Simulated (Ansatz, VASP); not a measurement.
**SnSe in VASP and in Ansatz**

```
CELL_PARAMETERS angstrom
0.00000 2.91205 3.02532
2.91205 0.00000 3.02532
2.91205 2.91205 0.00000
ATOMIC_POSITIONS crystal
Sn 0.00000 0.00000 0.00000
Se 0.50000 0.50000 0.50000
```

Change from the starting cell: epitaxial_xy strain -3.0%.

Alike in both runs: task single point; functional PBE; k mesh 8 × 8 × 8; occupations fermi-dirac, width 0.02 eV; no spin polarisation.

|  | VASP | Ansatz |
| --- | --- | --- |
| version | VASP 6.6.1 | Ansatz 0.2.0 |
| potentials or method | VASP PAW PBE potentials, release 64 (Sn_d, Se) | plane waves, PAW |
| plane-wave cutoff (eV) | 500 | 420 |
| valence electrons in the cell | 20 | 30 |

Ansatz gave:

- pressure (GPa): 4.8
- traceless stress, the component that is largest in VASP (GPa): -3.75

**Question.** What did VASP give for the same quantities?

**Answer.** Pressure (GPa): 4.8; traceless stress, the component that is largest in VASP (GPa): -3.76.

The functional is the same, so the differences come from potentials, cutoffs and numerics. VASP's potentials hold 20 valence electrons a cell and Ansatz's 30, so a difference there can come from the potentials and not from the codes.
